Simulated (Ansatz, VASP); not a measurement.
# Hf4N in VASP and in Ansatz

```
Hf N
1.0
     0.00000    4.55719    4.55719
     4.55719    0.00000    4.55719
     4.55719    4.55719    0.00000
Hf N
4 1
Direct
  0.13247 0.60260 0.13247
  0.13247 0.13247 0.13247
  0.60260 0.13247 0.13247
  0.13247 0.13247 0.60260
  0.00000 0.00000 0.00000
```

Alike in both runs: functional PBE; k mesh 8 × 8 × 8; occupations gaussian, width 0.1 eV; no spin polarisation.

Ansatz relaxed the structure, and its values are those at the end. VASP's run is a single point on that final structure, the one shown.

```csv
,VASP,Ansatz
version,VASP 6.6.1,Ansatz 0.2.0
potentials or method,"VASP PAW PBE potentials, release 64 (Hf_pv, N), cutoff 600 eV","scalar-relativistic, plane waves, PAW"
valence electrons in the cell,45,109
```

|  | VASP | Ansatz | Ansatz less VASP |
| --- | --- | --- | --- |
| gap on the k mesh at the Fermi level (eV) | none | none | - |
| pressure (GPa) | -0.3 | 0.0 | +0.30 |
| rms of the force components (eV/Å) | 0.017 | 0.003 | -0.0140 |

A gap of «none» marks a metal or a gap that the smearing closes. The functional is the same, so the differences come from potentials, cutoffs and numerics. VASP's potentials hold 45 valence electrons a cell and Ansatz's 109, so a difference there can come from the potentials and not from the codes.

Neither program's run includes spin-orbit coupling.
